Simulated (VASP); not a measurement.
Set up this calculation in VASP 6.6.1, as the native input.

| Quantity | Value |
| --- | --- |
| Task | single point |
| Functional | PBEsol |
| Potentials or basis | VASP PAW PBE potentials, release 64 (Ti_sv, Al) |
| Cutoff | 520 eV |
| k mesh | 10 × 10 × 10 |
| Occupations | methfessel-paxton, width 0.2 eV |
| Spin | no spin polarisation |
| Dipole correction | no |
| Further INCAR settings | ALGO = Fast; EDIFF = 1e-06; NBANDS = 27 |

The structure of TiAl2 lies in POSCAR:

```
TiAl2
1.0
    1.9795500000     -6.0472000000      0.0000000000
    1.9795500000      6.0472000000      0.0000000000
    0.0000000000      0.0000000000      4.0315000000
Ti Al
2 4
Direct
    0.6490000000      0.3510000000      0.0000000000
    0.3510000000      0.6490000000      0.0000000000
    0.0000000000      0.0000000000      0.0000000000
    0.8240000000      0.1760000000      0.5000000000
    0.1760000000      0.8240000000      0.5000000000
    0.5000000000      0.5000000000      0.5000000000
```

The input as run:

INCAR

```
PREC = Accurate
ENCUT = 520
EDIFF = 1E-6
ISMEAR = 1
SIGMA = 0.2
LREAL = False
LASPH = True
NELM = 100
ALGO = Fast
ISIF = 2
LWAVE = False
LCHARG = True
GGA = PS
LELF = True
LVHAR = True
NBANDS = 27
```

KPOINTS

```
regular mesh
0
Gamma
  10 10 10
```

Potentials or basis: VASP PAW PBE potentials, release 64 (Ti_sv, Al).

The run is started by

```console
$ cat potpaw_PBE.64/Ti_sv/POTCAR potpaw_PBE.64/Al/POTCAR > POTCAR
$ mpirun -np 1 vasp_std > vasp.out
```

It gave:

```yaml
Pressure: -2.9 GPa
Largest_force: 0.866 eV/Å
Band_gap_on_the_k_mesh: zero (bands 18 and 19 overlap by 1.05 eV)
```

Caveat: the PAW data sets were made with another functional, which shifts forces and pressure a little.

It took 45 min on 1 thread of Intel Xeon 8259CL, with other jobs on the host, peak memory 0.54 GiB.
